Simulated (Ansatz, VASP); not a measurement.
## One calculation of S, two programs

```
S
1.0
     0.00000    1.99435    1.99435
     1.99435    0.00000    1.99435
     1.99435    1.99435    0.00000
S
1
Direct
  0.00000 0.00000 0.00000
```

Alike in both runs: task single point; functional LDA; k mesh 14 × 14 × 14; occupations fermi-dirac, width 0.05 eV; no spin polarisation.

```csv
,VASP,Ansatz
version,VASP 6.6.1,Ansatz 0.2.0
potentials or method,"VASP PAW LDA potentials, release 64 (S), cutoff 520 eV",all-electron (LAPW or listed datasets)
```

|  | VASP | Ansatz | Ansatz less VASP |
| --- | --- | --- | --- |
| gap on the k mesh at the Fermi level (eV) | none | none | - |
| pressure (GPa) | -6.8 | -6.7 | +0.08 |

LDA's correlation is that of Perdew and Zunger in VASP and of Perdew and Wang (1992) in Ansatz. A gap of «none» marks a metal or a gap that the smearing closes. Ansatz ran all-electron here, and VASP with PAW potentials.
